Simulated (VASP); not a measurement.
A run of VASP 6.6.1 is set up as follows.

Contents of INCAR:

```
ALGO     = Fast           # electronic algorithm
EDIFF    = 1E-7           # SCF threshold, eV
ENCUT    = 520            # plane-wave cutoff, eV
GGA      = PS             # functional
ISIF     = 2              # what is computed and relaxed
ISMEAR   = 0              # smearing method
LASPH    = T              # aspherical terms in the spheres
LCHARG   = F              # write CHGCAR
LREAL    = F              # projectors in reciprocal space
LWAVE    = F              # write WAVECAR
NBANDS   = 21             # bands
NELM     = 100            # most SCF steps
PREC     = Accurate       # precision mode
SIGMA    = 0.15           # smearing width, eV
```

File KPOINTS:

```
k-points
0
Gamma
  18 18 10
```

The input POSCAR:

```
Ru
1.0
    2.7614993361      0.0000000000      0.0000000000
   -1.3807496681      2.3915285776      0.0000000000
    0.0000000000      0.0000000000      4.2523798378
Ru
2
Direct
    0.3533605057      0.7067210114      0.2500000000
    0.6466394943      0.2932789886      0.7500000000
```

Potentials or basis: VASP PAW PBE potentials, release 64 (Ru_pv).

The run is started by

```bash
$ cat potpaw_PBE.64/Ru_pv/POTCAR > POTCAR
$ mpirun -np 1 vasp_std > vasp.out
```

(1) Predict the pressure.

(2) Predict the band gap on the k mesh.

(3) Predict the largest force.

Answers

(1) -13.9 GPa.

(2) zero (bands 14 and 15 overlap by 2.70 eV).

(3) 1.180 eV/Å.

Caveat: the cell differs from its parent crystal (atoms displaced along a vibrational mode, the cell strained); the stress differs along the axes, from -20 to -6 GPa; the PAW data sets were made with another functional, which shifts forces and pressure a little.
